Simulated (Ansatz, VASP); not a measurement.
**BN in VASP and in Ansatz**

```
CELL_PARAMETERS angstrom
2.45817 0.00000 0.00000
-1.22908 2.12883 0.00000
0.00000 0.00000 4.22685
ATOMIC_POSITIONS crystal
B 0.66667 0.33333 0.99972
B 0.33333 0.66667 0.49972
N 0.66667 0.33333 0.62528
N 0.33333 0.66667 0.12528
```

Change from the starting cell: strain -0.0375 x Voigt [1, 1, 0, 0, 0, 0], atoms carried along.

Alike in both runs: task single point; functional PBEsol; k mesh 12 × 12 × 6; occupations gaussian, width 0.05 eV; no spin polarisation.

```csv
,VASP,Ansatz
version,VASP 6.6.1,Ansatz 0.2.0
potentials or method,"VASP PAW PBE potentials, release 64 (B, N), cutoff 520 eV","scalar-relativistic, plane waves, PAW"
valence electrons in the cell,16,16
```

```csv
,VASP,Ansatz,Ansatz less VASP
gap on the k mesh at the Fermi level (eV),4.68,4.70,+0.020
least direct gap on the mesh (eV),7.58,7.59,+0.005
pressure (GPa),27.7,26.9,-0.81
"traceless stress, the component that is largest in VASP (GPa)",-28.84,-28.62,+0.225
rms of the force components (eV/Å),0.108,0.101,-0.0074
```

VASP's potentials were made for PBE, not for PBEsol. Atom by atom the forces differ by 0.007 eV/Å (rms over components).
